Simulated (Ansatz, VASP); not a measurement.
## SiO in VASP and in Ansatz

```
Si O
1.0
     0.00000    2.43364    2.43364
     2.43364    0.00000    2.43364
     2.43364    2.43364    0.00000
Si O
1 1
Direct
  0.75000 0.75000 0.75000
  0.00000 0.00000 0.00000
```

Alike in both runs: task single point; functional PBE-based screened hybrid with a share of 0.25 of exact exchange and HFSCREEN = 0.2; k mesh 5 × 5 × 5; occupations fermi-dirac, width 0.05 eV; no spin polarisation.

|  | VASP | Ansatz |
| --- | --- | --- |
| version | VASP 6.6.1 | Ansatz 0.2.0 |
| potentials or method | VASP PAW PBE potentials, release 64 (Si, O) | Ansatz PAW |
| plane-wave cutoff (eV) | 520 | 420 |
| valence electrons in the cell | 10 | 10 |

```csv
,VASP,Ansatz,Ansatz less VASP
gap on the k mesh at the Fermi level (eV),0.29,0.29,+0.003
least direct gap on the mesh (eV),1.07,1.07,-0.002
pressure (GPa),-1.2,-1.2,-0.07
```

VASP's potentials were made for PBE, not for PBE-based screened hybrid. The functional is the same, so the differences come from potentials, cutoffs and numerics.

The k mesh is coarse, so the values compare programs but aren't converged. Noted on Ansatz's run: odd divisions of the mesh miss points on the zone boundary, where band edges often lie, so the gap on the mesh can be too wide.
